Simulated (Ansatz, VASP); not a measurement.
MoPt: VASP beside Ansatz

```
Mo Pt
1.0
     4.42990    0.00000    0.00000
     0.00000    2.70254    0.00000
     0.00000    0.00000    4.88569
Mo Pt
2 2
Direct
  0.25000 0.00000 0.16370
  0.75000 0.00000 0.83630
  0.25000 0.50000 0.66432
  0.75000 0.50000 0.33568
```

Alike in both runs: functional LDA; k mesh 10 × 16 × 8; occupations gaussian, width 0.1 eV; no spin polarisation.

Ansatz relaxed the structure, and its values are those at the end. VASP's run is a single point on that final structure, the one shown.

```csv
,VASP,Ansatz
version,VASP 6.6.1,Ansatz 0.2.0
potentials or method,"VASP PAW LDA potentials, release 64 (Mo_sv, Pt_sv_GW), cutoff 500 eV","scalar-relativistic, plane waves, PAW"
valence electrons in the cell,64,64
```

```tsv
	VASP	Ansatz	Ansatz less VASP
gap on the k mesh at the Fermi level (eV)	none	none	-
pressure (GPa)	-0.4	0.0	+0.41
rms of the force components (eV/Å)	0.005	0.002	-0.0035
```

LDA's correlation is that of Perdew and Zunger in VASP and of Perdew and Wang (1992) in Ansatz. A gap of «none» marks a metal or a gap that the smearing closes.

Spin-orbit coupling is off throughout.
